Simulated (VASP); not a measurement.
A run of VASP 6.6.1 is set up as follows.

POSCAR

```
LiH
1.0
    0.0000000000      2.0166777899      2.0166777899
    2.0166777899      0.0000000000      2.0166777899
    2.0166777899      2.0166777899      0.0000000000
Li H
1 1
Direct
    0.0000000000      0.0000000000      0.0000000000
    0.5000000000      0.5000000000      0.5000000000
```

INCAR.step1

```
SYSTEM = LiH
  ALGO = Normal
  EDIFF = 1E-5
  ENCUT = 520
  GGA = PE
  ISIF = 2
  ISMEAR = -1
  LASPH = .True.
  LCHARG = .False.
  LREAL = .False.
  LWAVE = .True.
  NBANDS = 9
  NELM = 100
  PREC = Accurate
  SIGMA = 0.05
```

The input INCAR.step2:

```
SYSTEM = LiH
  ALGO = Normal
  EDIFF = 1E-6
  ENCUT = 520
  GGA = PE
  HFSCREEN = 0.2079
  ISIF = 2
  ISMEAR = -1
  ISTART = 1
  LASPH = .True.
  LCHARG = .False.
  LHFCALC = .True.
  LREAL = .False.
  LWAVE = .False.
  NBANDS = 9
  NELM = 100
  PREC = Accurate
  PRECFOCK = Normal
  SIGMA = 0.05
```

File KPOINTS:

```
k-points
0
Gamma
  4 4 4
  0 0 0
```

Potentials or basis: VASP PAW PBE potentials, release 64 (Li_sv, H).

Command:

```sh
$ cat potpaw_PBE.64/Li_sv/POTCAR potpaw_PBE.64/H/POTCAR > POTCAR
$ cp INCAR.step1 INCAR
$ mpirun -np 1 vasp_std > vasp.out
$ cp INCAR.step2 INCAR
$ mpirun -np 1 vasp_std > vasp.out
```

What does it give for the band gap on the k mesh?

4.01 eV.

Caveat: the k points lie up to 0.67 Å⁻¹ apart. A k mesh can miss the band edges.
